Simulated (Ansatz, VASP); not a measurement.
Two plane-wave programs on PbF2

File INCAR:

```
PREC = Accurate
ENCUT = 520
EDIFF = 1E-6
ISMEAR = 0
SIGMA = 0.01
LREAL = False
LASPH = True
NELM = 60
ALGO = Normal
ISIF = 2
LWAVE = False
LCHARG = False
GGA = PE
NBANDS = 37
```

File KPOINTS:

```
regular mesh
0
Gamma
  6 6 6
```

The input POSCAR:

```
PbF2
1.0
   -2.3135566450      2.3135566450      6.3890430153
    2.3135566450     -2.3135566450      6.3890430153
    2.3135566450      2.3135566450     -6.3890430153
Pb F
2 4
Direct
    0.7500000000      0.2500000000      0.5000000000
    0.0000000000      0.0000000000      0.0000000000
    0.5548279960      0.0548279960      0.5000000000
    0.8048279960      0.8048279960      0.0000000000
    0.1951720040      0.1951720040      0.0000000000
    0.9451720040      0.4451720040      0.5000000000
```

Input for Ansatz:

```yaml
crystal:
  lattice:
    - [-2.313556645, 2.313556645, 6.3890430153]
    - [2.313556645, -2.313556645, 6.3890430153]
    - [2.313556645, 2.313556645, -6.3890430153]
  atoms:
    - { symbol: Pb, position: [0.75, 0.25, 0.5] }
    - { symbol: Pb, position: [0.0, 0.0, 0.0] }
    - { symbol: F, position: [0.554827996, 0.054827996, 0.5] }
    - { symbol: F, position: [0.804827996, 0.804827996, 0.0] }
    - { symbol: F, position: [0.195172004, 0.195172004, 0.0] }
    - { symbol: F, position: [0.945172004, 0.445172004, 0.5] }
kpoints:
  mp_grid: { grid: [6, 6, 6] }
hamiltonian:
  xc: pbe
scf:
  occupations: { method: fixed }
  n_extra_bands: 5
output:
  forces: true
  stress: true
  eigenvalues: true
```

Alike in both runs: task single point; functional PBE; k mesh 6 × 6 × 6; no spin polarisation.

```csv
,VASP,Ansatz
version,VASP 6.6.1,Ansatz 0.2.0
potentials or method,"VASP PAW PBE potentials, release 64 (Pb_d, F)","plane waves, PAW"
plane-wave cutoff (eV),520,420
occupations,"gaussian, width 0.01 eV",fixed
valence electrons in the cell,56,56
```

```csv
,VASP,Ansatz,Ansatz less VASP
gap on the k mesh at the Fermi level (eV),4.01,4.01,-0.001
pressure (GPa),3.2,3.3,+0.16
"traceless stress, the component that is largest in VASP (GPa)",0.34,0.34,-0.006
rms of the force components (eV/Å),0.036,0.035,-0.0005
```

Atom by atom the forces differ by 0.001 eV/Å (rms over components).

Spin-orbit coupling is off throughout.
